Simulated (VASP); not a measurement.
# Ta2Se (ephl) (P4/nmm) in VASP: relaxation of cell and atoms with LDA

Aim: the relaxation of cell and atoms of Ta2Se (ephl) with LDA.

Everything below comes from runs of VASP 6.6.1. Logs are shortened: lines on timing, memory, paths and dates and some standing lists are left out, and cuts for length are marked.

### Step 1. The cell of the first run

It takes space group P4/nmm (No. 129, tetragonal). Conventional cell: a = 3.336 Å, b = 3.336 Å, c = 9.681 Å, α = 90.00°, β = 90.00°, γ = 90.00°. Ta (site symmetry 4mm) has 4 Se at 2.64 Å and 9 Ta at 2.86 to 3.34 Å within 3.5 Å. Ta (site symmetry 4mm) has 13 Ta at 2.79 to 3.34 Å and 1 Se at 2.81 Å within 3.7 Å. Within 3.5 Å of Se (site symmetry 4mm) lie 5 Ta at 2.64 to 2.81 Å and 8 Se at 3.34 to 3.50 Å.

### Step 2. Relaxation of cell and atoms, LDA

Contents of INCAR:

```
SYSTEM = Ta2Se
  PREC = Accurate
  ENCUT = 500
  EDIFF = 1E-7
  ISMEAR = -1
  SIGMA = 0.15
  LREAL = .FALSE.
  LASPH = .TRUE.
  NELM = 120
  ALGO = Normal
  ISIF = 3
  LWAVE = .FALSE.
  LCHARG = .FALSE.
  GGA = CA
  IBRION = 2
  NSW = 80
  EDIFFG = -0.001
  GGA_COMPAT = .FALSE.
  NELMIN = 4
```

Contents of KPOINTS:

```
regular mesh
0
G
  12 12 4
  0 0 0
```

Contents of POSCAR:

```
Ta2Se
1.0
    3.3358647724      0.0000000000      0.0000000000
    0.0000000000      3.3358647724      0.0000000000
    0.0000000000      0.0000000000      9.6813049048
Ta Se
4 2
Direct
    0.5000000000      0.0000000000      0.7560018298
    0.0000000000      0.5000000000      0.2439981702
    0.5000000000      0.0000000000      0.0765419135
    0.0000000000      0.5000000000      0.9234580865
    0.5000000000      0.0000000000      0.3664946765
    0.0000000000      0.5000000000      0.6335053235
```

Potentials or basis: VASP PAW LDA potentials, release 64 (Ta_pv, Se).

Command:

```console
$ cat potpaw_LDA.64/Ta_pv/POTCAR potpaw_LDA.64/Se/POTCAR > POTCAR
$ mpirun -np 1 vasp_std > vasp.out
```

OUTCAR:

```text
SYSTEM = Ta2Se
   PREC = Accurate
   ENCUT = 500
   EDIFF = 1E-7
   ISMEAR = -1
   LREAL = .FALSE.
   LASPH = .TRUE.
   NELM = 120
   ISIF = 3
   GGA = CA
   IBRION = 2
   NSW = 80
   EDIFFG = -0.001
   NELMIN = 4

 ion  position               nearest neighbor table
   1  0.500  0.000  0.756-   6 2.64   6 2.64   6 2.64   6 2.64   4 2.86   4 2.86   4 2.86   4 2.86
                             3 3.10
   2  0.000  0.500  0.244-   5 2.64   5 2.64   5 2.64   5 2.64   3 2.86   3 2.86   3 2.86   3 2.86
                             4 3.10
   3  0.500  0.000  0.077-   4 2.79   4 2.79   4 2.79   4 2.79   5 2.81   2 2.86   2 2.86   2 2.86
                             2 2.86   1 3.10
   4  0.000  0.500  0.923-   3 2.79   3 2.79   3 2.79   3 2.79   6 2.81   1 2.86   1 2.86   1 2.86
                             1 2.86   2 3.10
   5  0.500  0.000  0.366-   2 2.64   2 2.64   2 2.64   2 2.64   3 2.81
   6  0.000  0.500  0.634-   1 2.64   1 2.64   1 2.64   1 2.64   4 2.81

  LATTYP: Found a simple tetragonal cell.
 ALAT       =     3.3358647724
 C/A-ratio  =     2.9021874582

  Lattice vectors:

 A1 = (   3.3358647724,   0.0000000000,   0.0000000000)
 A2 = (   0.0000000000,   3.3358647724,   0.0000000000)
 A3 = (   0.0000000000,   0.0000000000,   9.6813049048)

Analysis of symmetry for initial positions (statically):
=====================================================================
 Subroutine PRICEL returns:
 Original cell was already a primitive cell.

 Routine SETGRP: Setting up the symmetry group for a
 simple tetragonal supercell.

 Subroutine GETGRP returns: Found 16 space group operations
 (whereof  8 operations were pure point group operations)
 out of a pool of 16 trial point group operations.

The static configuration has the point symmetry D_2d.
 The point group associated with its full space group is D_4h.

Analysis of symmetry for dynamics (positions and initial velocities):
=====================================================================
 Subroutine PRICEL returns:
 Original cell was already a primitive cell.

 Routine SETGRP: Setting up the symmetry group for a
 simple tetragonal supercell.

 Subroutine GETGRP returns: Found 16 space group operations
 (whereof  8 operations were pure point group operations)
 out of a pool of 16 trial point group operations.

The dynamic configuration has the point symmetry D_2d.
 The point group associated with its full space group is D_4h.

 Subroutine INISYM returns: Found 16 space group operations
 (whereof  8 operations are pure point group operations),
 and found     1 'primitive' translations
[... 125 lines left out ...]
  Fermi-wavevector in a.u.,A,eV,Ry     =   1.316297  2.487441 23.573971  1.732638
  Thomas-Fermi vector in A             =   2.446419
   LORBIT       =      0    0 simple, 1 ext, 2 COOP (PROOUT), +10 PAW based schemes
   GGA     = CA    functional components
   LHFCALC =     F    Hartree Fock is set to
   AEXX    =    0.0000 exact exchange contribution
   IVDW    =     0    specifies the selected vdW correction
   LEPSILON=     F    determine dielectric tensor
   LRPA    =     F    only Hartree local field effects (RPA)
 conjugate gradient relaxation of ions
 non-spin polarized calculation
  energy-cutoff  :      500.00
  volume of cell :      107.73
 maximum number of plane-waves:      2800
   NGX = 13   NGY = 13   NGZ = 35

--------------------------------------- Ionic step        1  -------------------------------------------

 number of electron      55.9999997 magnetization

 Free energy of the ion-electron system (eV)
  ---------------------------------------------------
  ext. energy  EPLUGINS =         0.00000000
  ---------------------------------------------------
  free energy    TOTEN  =       -62.67344864 eV

  energy without entropy =      -62.43676028  energy(sigma->0) =      -62.55510446

------------------------ aborting loop because EDIFF is reached ----------------------------------------

  FORCE on cell =-STRESS in cart. coord.  units (eV):
  Direction    XX          YY          ZZ          XY          YZ          ZX
  --------------------------------------------------------------------------------------
  -------------------------------------------------------------------------------------
  Total        0.4156035      0.4156035      1.1344103      0.0000000      0.0000000      0.0000000
  in kB        6.1807187      6.1807187     16.8705781      0.0000000      0.0000000      0.0000000
  external PRESSURE =       9.7440051 kB  Pullay stress =       0.0000000 kB
[... 101 lines left out ...]
  FREE ENERGIE OF THE ION-ELECTRON SYSTEM (eV)
  ---------------------------------------------------
  free  energy   TOTEN  =       -62.6763284127 eV

  energy  without entropy=      -62.4368273075  energy(sigma->0) =      -62.55657786

[... ionic steps 4 to 27 ...]

--------------------------------------- Ionic step       28  -------------------------------------------

 number of electron      56.0000005 magnetization

------------------------ aborting loop because EDIFF is reached ----------------------------------------
[... 75 lines left out ...]
--------------------------------------- Ionic step       30  -------------------------------------------

 number of electron      56.0000005 magnetization

 Free energy of the ion-electron system (eV)
  ---------------------------------------------------
  ext. energy  EPLUGINS =         0.00000000
  ---------------------------------------------------
  free energy    TOTEN  =       -62.67763429 eV

  energy without entropy =      -62.43563983  energy(sigma->0) =      -62.55663706

 E-fermi :   6.6120     XC(G=0): -12.1433

 val. band max:        6.6096249827   @ k =   0.2500   0.0833   0.2500
 cond. band min:       6.6203021223   @ k =   0.2500   0.1667   0.5000
 fundamental gap:      0.0106771395
 Fermi energy:         6.6120486011

 k-point     1 :       0.0000    0.0000    0.0000
  band No.  band energies     occupation
      1     -28.0692      2.00000
      2     -28.0692      2.00000
      3     -28.0413      2.00000
      4     -28.0413      2.00000
      5     -28.0059      2.00000
      6     -27.9459      2.00000
[... 853 lines left out ...]
     32       9.2912      0.00000
     33       9.5754      0.00000

 [... further k-points ...]

------------------------ aborting loop because EDIFF is reached ----------------------------------------

  FORCE on cell =-STRESS in cart. coord.  units (eV):
  Direction    XX          YY          ZZ          XY          YZ          ZX
  --------------------------------------------------------------------------------------
  -------------------------------------------------------------------------------------
  Total        0.0000115      0.0000115      0.0013186      0.0000000      0.0000000     -0.0000000
  in kB        0.0001704      0.0001704      0.0194496      0.0000000      0.0000000     -0.0000000
  external PRESSURE =       0.0065968 kB  Pullay stress =       0.0000000 kB
[... 21 lines left out ...]
  FREE ENERGIE OF THE ION-ELECTRON SYSTEM (eV)
  ---------------------------------------------------
  free  energy   TOTEN  =       -62.6776342876 eV

  energy  without entropy=      -62.4356398315  energy(sigma->0) =      -62.55663706

 reached required accuracy - stopping structural energy minimisation
```

OSZICAR:

```text
N       E                     dE             d eps       ncg     rms          rms(c)
DAV:   1     0.511403743756E+03    0.51140E+03   -0.30169E+04  5552   0.165E+03
DAV:   2    -0.388690741264E+02   -0.55027E+03   -0.54320E+03  6306   0.459E+02
DAV:   3    -0.660300473797E+02   -0.27161E+02   -0.26792E+02  7267   0.863E+01
[... 222 lines left out ...]
       N       E                     dE             d eps       ncg     rms          rms(c)
DAV:   1    -0.626776342993E+02   -0.61487E-07   -0.27455E-05  5549   0.363E-02    0.303E-03
DAV:   2    -0.626776343167E+02   -0.17386E-07   -0.20126E-06  5963   0.957E-03    0.144E-03
DAV:   3    -0.626776342886E+02    0.28057E-07   -0.10396E-07  4544   0.214E-03    0.445E-04
DAV:   4    -0.626776342876E+02    0.10778E-08   -0.20198E-08  2973   0.941E-04
  30 F= -.62677634E+02 E0= -.62556637E+02  d E =-.331484E-06
```

CONTCAR:

```text
Ta2Se
   1.00000000000000
     3.3343143719099668    0.0000000000000000   -0.0000000000000000
     0.0000000000000000    3.3343143719099668    0.0000000000000000
     0.0000000000000000    0.0000000000000000    9.7704349776568336
  Ta              Se
     4     2
Direct
     0.5000000000000000    0.0000000000000000    0.7570675528780243
     0.0000000000000000    0.5000000000000000    0.2429324471219757
     0.5000000000000000    0.0000000000000000    0.0767104593434776
     1.0000000000000000    0.5000000000000000    0.9232895406565226
     0.5000000000000000    0.0000000000000000    0.3656973260268125
     1.0000000000000000    0.5000000000000000    0.6343026739731877

  0.00000000E+00  0.00000000E+00  0.00000000E+00
  0.00000000E+00  0.00000000E+00  0.00000000E+00
  0.00000000E+00  0.00000000E+00  0.00000000E+00
  0.00000000E+00  0.00000000E+00  0.00000000E+00
  0.00000000E+00  0.00000000E+00  0.00000000E+00
  0.00000000E+00  0.00000000E+00  0.00000000E+00
```

Run time: 29 min. Hardware: 1 thread of AMD EPYC 9R45 (Zen 5), shared host; peak memory 0.31 GiB.

Results:

```
Free energy                            : -62.6776 eV
Relaxed volume                         : 18.10 Å³/atom
Relaxed cell                           : a = 3.334 Å, b = 3.334 Å, c = 9.770 Å, α = 90.00°, β = 90.00°, γ = 90.00°
Space group after relaxing (to 0.05 Å) : P4/nmm (No. 129)
Energy gained by relaxing              : 0.7 meV/atom
Ionic steps                            : 30
Pressure after relaxing                : 0.0 GPa
Band gap on the k mesh                 : zero (band 28 reaches 6.82 eV, above the bottom of band 29 at 6.50 eV)
```

Step by step:
```tsv
step	energy change (eV)	largest force (eV/Å)	pressure (GPa)	volume (Å³)
1	0.0000	0.0904	0.97	107.73
2	0.0036	0.1240	-1.97	109.44
3	-0.0029	0.0575	-0.23	108.42
4	-0.0039	0.0281	0.02	108.31
5	-0.0039	0.0279	0.01	108.32
6	-0.0039	0.0277	0.00	108.32
7	-0.0039	0.0147	0.02	108.32
8	-0.0039	0.0149	0.05	108.32
9	-0.0040	0.0204	-0.01	108.37
10	-0.0040	0.0256	-0.07	108.42
11	-0.0040	0.0238	-0.05	108.43
12	-0.0041	0.0180	0.00	108.44
13	-0.0041	0.0142	0.11	108.46
14	-0.0041	0.0116	0.08	108.45
15	-0.0041	0.0105	0.06	108.48
16	-0.0042	0.0081	0.00	108.59
17	-0.0042	0.0095	-0.01	108.62
18	-0.0042	0.0106	-0.04	108.65
19	-0.0042	0.0095	-0.03	108.63
20	-0.0042	0.0095	-0.03	108.62
21	-0.0042	0.0055	0.00	108.62
22	-0.0042	0.0033	0.01	108.62
23	-0.0042	0.0035	0.02	108.62
24	-0.0042	0.0034	0.02	108.62
25	-0.0042	0.0017	0.00	108.63
26	-0.0042	0.0014	-0.01	108.63
27	-0.0042	0.0015	-0.01	108.63
28	-0.0042	0.0016	-0.01	108.63
29	-0.0042	0.0012	0.00	108.63
30	-0.0042	0.0009	0.00	108.62
```

Final structure:
```
CELL_PARAMETERS angstrom
3.33431 0.00000 0.00000
0.00000 3.33431 0.00000
0.00000 0.00000 9.77043
ATOMIC_POSITIONS crystal
Ta 0.50000 0.00000 0.75707
Ta 0.00000 0.50000 0.24293
Ta 0.50000 0.00000 0.07671
Ta 0.00000 0.50000 0.92329
Se 0.50000 0.00000 0.36570
Se 0.00000 0.50000 0.63430
```

Levels at points of the mesh, in eV from the Fermi level:
```
           k point  band 24  band 25  band 26  band 27  band 28  band 29  band 30  band 31  band 32  band 33
(0.00, 0.00, 0.00)    -2.51    -1.29    -0.14     0.20     0.20     0.48     0.48     0.75     1.42     1.67
(0.50, 0.00, 0.00)    -1.52    -1.43    -1.43    -1.07    -1.07     0.67     0.67     1.35     1.35     2.67
(0.50, 0.50, 0.00)    -1.94    -1.92    -1.92    -0.17    -0.17     1.39     1.39     2.92     2.92     3.43
(0.00, 0.00, 0.50)    -2.52    -1.25    -0.13     0.20     0.20     0.46     0.46     0.75     0.93     1.10
(0.50, 0.00, 0.50)    -2.00    -1.47    -1.47    -0.95    -0.95     0.86     0.86     1.59     1.59     2.51
(0.50, 0.50, 0.50)    -1.95    -1.92    -1.92    -0.12    -0.12     0.84     0.84     2.98     2.98     3.43
```

Caveat: spin-orbit coupling is left out, which moves the levels of the heavy elements.
